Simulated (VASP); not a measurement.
# KZnF3 (Pm-3m) in VASP: notebook, part 2 of 2

VASP 6.6.1. Earlier steps stand in the parts before.

### Step 3. Single point, PBE

This run uses another cell than the first one, of 13.25 Å³/atom, 1.056 times its volume.

INCAR

```
PREC = Accurate
ENCUT = 520
EDIFF = 1E-7
ISMEAR = -1
SIGMA = 0.02
LREAL = False
LASPH = True
NELM = 60
ALGO = Normal
ISIF = 2
LWAVE = False
LCHARG = False
GGA = PE
NBANDS = 29
```

KPOINTS

```
regular mesh
0
Gamma
  6 6 6
```

POSCAR

```
KZnF3
1.0
    4.0461640901      0.0000000000      0.0000000000
    0.0000000000      4.0461640901      0.0000000000
    0.0000000000      0.0000000000      4.0461640901
K Zn F
1 1 3
Direct
    0.0000000000      0.0000000000      0.0000000000
    0.5000000000      0.5000000000      0.5000000000
    0.5000000000      0.5000000000      0.0000000000
    0.0000000000      0.5000000000      0.5000000000
    0.5000000000      0.0000000000      0.5000000000
```

Potentials or basis: VASP PAW PBE potentials, release 64 (K_sv, Zn, F).

Run with:

```bash
> cat potpaw_PBE.64/K_sv/POTCAR potpaw_PBE.64/Zn/POTCAR potpaw_PBE.64/F/POTCAR > POTCAR
> mpirun -np 1 vasp_std > vasp.out
```

OUTCAR:

```text
PREC = Accurate
   ENCUT = 520
   EDIFF = 1E-7
   ISMEAR = -1
   LREAL = False
   LASPH = True
   NELM = 60
   ISIF = 2
   GGA = PE

 ion  position               nearest neighbor table
   1  0.000  0.000  0.000-
   2  0.500  0.500  0.500-   3 2.02   4 2.02   5 2.02   3 2.02   5 2.02   4 2.02
   3  0.500  0.500  0.000-   2 2.02   2 2.02
   4  0.000  0.500  0.500-   2 2.02   2 2.02
   5  0.500  0.000  0.500-   2 2.02   2 2.02

  LATTYP: Found a simple cubic cell.
 ALAT       =     4.0461640901

  Lattice vectors:

 A1 = (   4.0461640901,   0.0000000000,   0.0000000000)
 A2 = (   0.0000000000,   4.0461640901,   0.0000000000)
 A3 = (   0.0000000000,   0.0000000000,   4.0461640901)

Analysis of symmetry for initial positions (statically):
=====================================================================
 Subroutine PRICEL returns:
 Original cell was already a primitive cell.

 Routine SETGRP: Setting up the symmetry group for a
 simple cubic supercell.

 Subroutine GETGRP returns: Found 48 space group operations
 (whereof 48 operations were pure point group operations)
 out of a pool of 48 trial point group operations.

The static configuration has the point symmetry O_h .

Analysis of symmetry for dynamics (positions and initial velocities):
=====================================================================
 Subroutine PRICEL returns:
 Original cell was already a primitive cell.

 Routine SETGRP: Setting up the symmetry group for a
 simple cubic supercell.

 Subroutine GETGRP returns: Found 48 space group operations
 (whereof 48 operations were pure point group operations)
 out of a pool of 48 trial point group operations.

The dynamic configuration has the point symmetry O_h .

 Subroutine INISYM returns: Found 48 space group operations
 (whereof 48 operations are pure point group operations),
 and found     1 'primitive' translations

----------------------------------------------------------------------------------------

                                     Primitive cell

  volume of cell :      66.2415

  direct lattice vectors                    reciprocal lattice vectors
     4.046164090  0.000000000  0.000000000     0.247147663  0.000000000  0.000000000
     0.000000000  4.046164090  0.000000000     0.000000000  0.247147663  0.000000000
     0.000000000  0.000000000  4.046164090     0.000000000  0.000000000  0.247147663

  length of vectors
     4.046164090  4.046164090  4.046164090     0.247147663  0.247147663  0.247147663

  position of ions in fractional coordinates (direct lattice)
     0.000000000  0.000000000  0.000000000
     0.500000000  0.500000000  0.500000000
     0.500000000  0.500000000  0.000000000
     0.000000000  0.500000000  0.500000000
     0.500000000  0.000000000  0.500000000

  ion indices of the primitive-cell ions
   primitive index   ion index
                 1           1
                 2           2
                 3           3
                 4           4
                 5           5

----------------------------------------------------------------------------------------

 KPOINTS: regular mesh

Automatic generation of k-mesh.
 Grid dimensions read from file:
 generate k-points for:    6    6    6

 Generating k-lattice:

  Cartesian coordinates                     Fractional coordinates (reciprocal lattice)
     0.041191277  0.000000000  0.000000000     0.166666667  0.000000000  0.000000000
     0.000000000  0.041191277  0.000000000     0.000000000  0.166666667  0.000000000
     0.000000000  0.000000000  0.041191277     0.000000000  0.000000000  0.166666667

  Length of vectors
     0.041191277  0.041191277  0.041191277

  Shift w.r.t. Gamma in fractional coordinates (k-lattice)
     0.000000000  0.000000000  0.000000000

 Subroutine IBZKPT returns following result:
 ===========================================

 Found     20 irreducible k-points:

 Following reciprocal coordinates:
            Coordinates               Weight
  0.000000  0.000000  0.000000      1.000000
  0.166667  0.000000  0.000000      6.000000
  0.333333  0.000000  0.000000      6.000000
  0.500000  0.000000  0.000000      3.000000
  0.166667  0.166667  0.000000     12.000000
  0.333333  0.166667  0.000000     24.000000
[... 12 lines left out ...]
  0.500000  0.500000  0.333333      6.000000
  0.500000  0.500000  0.500000      1.000000
   k-points           NKPTS =     20   k-points in BZ     NKDIM =     20   number of bands    NBANDS=     29
   number of dos      NEDOS =    301   number of ions     NIONS =      5
   total plane-waves  NPLWV =  27000
   dimension x,y,z NGX =    30 NGY =   30 NGZ =   30
   dimension x,y,z NGXF=    60 NGYF=   60 NGZF=   60
   ions per type =               1   1   3
   NGX,Y,Z   is equivalent  to a cutoff of  12.33, 12.33, 12.33 a.u.
   NGXF,Y,Z  is equivalent  to a cutoff of  24.65, 24.65, 24.65 a.u.
 SYSTEM =  unknown system
   PREC   = accura    normal or accurate (medium, high low for compatibility)
   ISTART =      0    job   : 0-new  1-cont  2-samecut
   ICHARG =      2    charge: 1-file 2-atom 10-const
   ISPIN  =      1    spin polarized calculation?
   LNONCOLLINEAR =      F non collinear calculations
   LSORBIT =      F    spin-orbit coupling
   LASPH  =      T    aspherical Exc in radial PAW
   ENCUT  =  520.0 eV  38.22 Ry    6.18 a.u.   7.52  7.52  7.52*2*pi/ulx,y,z
   NELM   =     60;   NELMIN=  2; NELMDL= -5     # of ELM steps
   EDIFF  = 0.1E-06   stopping-criterion for ELM
   LREAL  =      F    real-space projection
   EDIFFG = 0.1E-05   stopping-criterion for IOM
   NSW    =      0    number of steps for IOM
   IBRION =     -1    ionic relax: 0-MD 1-quasi-New 2-CG
   NFREE  =      0    steps in history (QN), initial steepest desc. (CG)
   ISIF   =      2    stress and relaxation
   ISYM   =      2    0-nonsym 1-usesym 2-fastsym
   POTIM  = 0.5000    time-step for ionic-motion
   TEBEG  =    0.0;   TEEND  =   0.0 temperature during run
   PSTRESS=    0.0 pullay stress
   NELECT =      42.0000    total number of electrons
   NUPDOWN=      -1.0000    fix difference up-down
   EMIN   =  10.00;   EMAX   =-10.00  energy-range for DOS
   EFERMI =   0.00;   METHOD = LEGACY
   ISMEAR =    -1;   SIGMA  =   0.02  broadening in eV -4-tet -1-fermi 0-gaus
   EFERMI_NEDOS =   21; number of points for ismear=-14 and -15
   IALGO  =     38    algorithm
   IMIX   =      4    mixing-type and parameters
     AMIX     =   0.40;   BMIX     =  1.00
     AMIX_MAG =   1.60;   BMIX_MAG =  1.00
  volume/ion in A,a.u.               =      13.25        89.40
  Fermi-wavevector in a.u.,A,eV,Ry     =   1.406418  2.657745 26.912484  1.978012
  Thomas-Fermi vector in A             =   2.528780
   LORBIT       =      0    0 simple, 1 ext, 2 COOP (PROOUT), +10 PAW based schemes
   GGA     = PE    functional components
   LHFCALC =     F    Hartree Fock is set to
   AEXX    =    0.0000 exact exchange contribution
   IVDW    =     0    specifies the selected vdW correction
   LEPSILON=     F    determine dielectric tensor
   LRPA    =     F    only Hartree local field effects (RPA)
 non-spin polarized calculation
  energy-cutoff  :      520.00
  volume of cell :       66.24
 maximum number of plane-waves:      1804
   NGX = 15   NGY = 15   NGZ = 15

 number of electron      41.9999980 magnetization

 Free energy of the ion-electron system (eV)
  ---------------------------------------------------
  ext. energy  EPLUGINS =         0.00000000
  ---------------------------------------------------
  free energy    TOTEN  =       -20.25839620 eV

  energy without entropy =      -20.25839620  energy(sigma->0) =      -20.25839620

 E-fermi :  -0.2231     XC(G=0):  -9.8937

 val. band max:       -0.7265334916   @ k =   0.5000   0.5000   0.5000
 cond. band min:       3.0733283529   @ k =   0.0000   0.0000   0.0000
 fundamental gap:      3.7998618444
 Fermi energy:        -0.2231496632

 k-point     1 :       0.0000    0.0000    0.0000
  band No.  band energies     occupation
      1     -27.8339      2.00000
      2     -22.3631      2.00000
      3     -21.7322      2.00000
      4     -21.7322      2.00000
      5     -11.3204      2.00000
      6     -11.3204      2.00000
[... 629 lines left out ...]
     28      11.7975      0.00000
     29      12.7857      0.00000

------------------------ aborting loop because EDIFF is reached ----------------------------------------

  FORCE on cell =-STRESS in cart. coord.  units (eV):
  Direction    XX          YY          ZZ          XY          YZ          ZX
  --------------------------------------------------------------------------------------
  -------------------------------------------------------------------------------------
  Total        2.1427192      2.1427192      2.1427192      0.0000000      0.0000000     -0.0000000
  in kB       51.8257228     51.8257228     51.8257228      0.0000000      0.0000000     -0.0000000
  external PRESSURE =      51.8257228 kB  Pullay stress =       0.0000000 kB

 VOLUME and BASIS-vectors are now :
 -----------------------------------------------------------------------------
  energy-cutoff  :      520.00
  volume of cell :       66.24
      direct lattice vectors                 reciprocal lattice vectors
     4.046164090  0.000000000  0.000000000     0.247147663  0.000000000  0.000000000
     0.000000000  4.046164090  0.000000000     0.000000000  0.247147663  0.000000000
     0.000000000  0.000000000  4.046164090     0.000000000  0.000000000  0.247147663

 POSITION                                       TOTAL-FORCE (eV/Angst)
 -----------------------------------------------------------------------------------
      0.00000      0.00000      0.00000         0.000000      0.000000      0.000000
      2.02308      2.02308      2.02308         0.000000      0.000000      0.000000
      2.02308      2.02308      0.00000         0.000000      0.000000      0.000000
      0.00000      2.02308      2.02308         0.000000      0.000000      0.000000
      2.02308      0.00000      2.02308         0.000000      0.000000      0.000000
 -----------------------------------------------------------------------------------
    total drift:                                0.000000      0.000000     -0.000000

  FREE ENERGIE OF THE ION-ELECTRON SYSTEM (eV)
  ---------------------------------------------------
  free  energy   TOTEN  =       -20.2583962007 eV

  energy  without entropy=      -20.2583962007  energy(sigma->0) =      -20.25839620
```

stdout:

```text
POSCAR found type information on POSCAR K ZnF
 POSCAR found :  3 types and       5 ions
 scaLAPACK will be used
 LDA part: xc-table for (Slater+PW92), standard interpolation
 POSCAR, INCAR and KPOINTS ok, starting setup
 FFT: planning ... GRIDC
 FFT: planning ... GRID_SOFT
 FFT: planning ... GRID
 WAVECAR not read
 entering main loop
```

It took 21 s on 1 thread of Intel Xeon 6975P-C (Granite Rapids), shared host; peak memory 0.18 GiB.

What came out:

```
Free energy            : -20.2584 eV
Pressure               : 5.2 GPa
Band gap on the k mesh : 3.80 eV, indirect (least direct gap 5.67 eV)
```

A k mesh can miss the band edges. As with any semilocal functional, this PBE gap is likely too small.
